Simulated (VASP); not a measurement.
## CO2: single point with r2SCAN

CO2:

```
C O
1.0
    -2.98366    2.98366    3.20204
     2.98366   -2.98366    3.20204
     2.98366    2.98366   -3.20204
C O
2 4
Direct
  0.00000 0.00000 0.00000
  0.75000 0.25000 0.50000
  0.18133 0.18133 0.00000
  0.93133 0.43133 0.50000
  0.56867 0.06867 0.50000
  0.81867 0.81867 0.00000
```

* Program: VASP 6.6.1
* Task: single point
* Functional: r2SCAN
* Potentials or basis: VASP PAW PBE potentials, release 64 (C, O)
* Cutoff: 520 eV
* k mesh: 6 × 6 × 6
* Occupations: gaussian, width 0.1 eV
* Spin: no spin polarisation

```
Pressure               : 1.4 GPa
Largest force          : 0.768 eV/Å
Band gap on the k mesh : 7.58 eV (least direct gap 7.66 eV)
```

Forces on the atoms (eV/Å):
```
C    0.000  0.000  0.000
C    0.000  0.000  0.000
O    0.000  0.000  0.768
O    0.000  0.000  0.768
O    0.000  0.000 -0.768
O    0.000  0.000 -0.768
```

Stress tensor (GPa, compression positive):
```
-0.21  0.00  0.00
 0.00 -0.21  0.00
 0.00  0.00  4.76
```

Levels at points of the mesh, in eV from the valence-band top:
| k point | band 14 | band 15 | band 16 | band 17 | band 18 | band 19 |
| --- | --- | --- | --- | --- | --- | --- |
| (0.00, 0.00, 0.00) | -0.25 | -0.09 | -0.09 | 7.58 | 8.96 | 8.96 |
| (0.50, 0.00, 0.00) | -0.19 | -0.17 | -0.10 | 8.86 | 9.23 | 9.41 |
| (0.50, 0.50, 0.00) | -0.23 | -0.14 | -0.14 | 9.19 | 9.19 | 9.23 |
| (0.50, 0.50, 0.50) | -0.22 | 0.00 | 0.00 | 8.90 | 8.90 | 9.93 |

Wall time 4.3 min on 1 thread of AMD EPYC 9R45 96-Core Processor (Zen 5), on a shared host, peak memory 0.25 GiB.

Caveat: the PAW data sets were made with another functional, which shifts forces and pressure a little. A k mesh can miss the band edges.
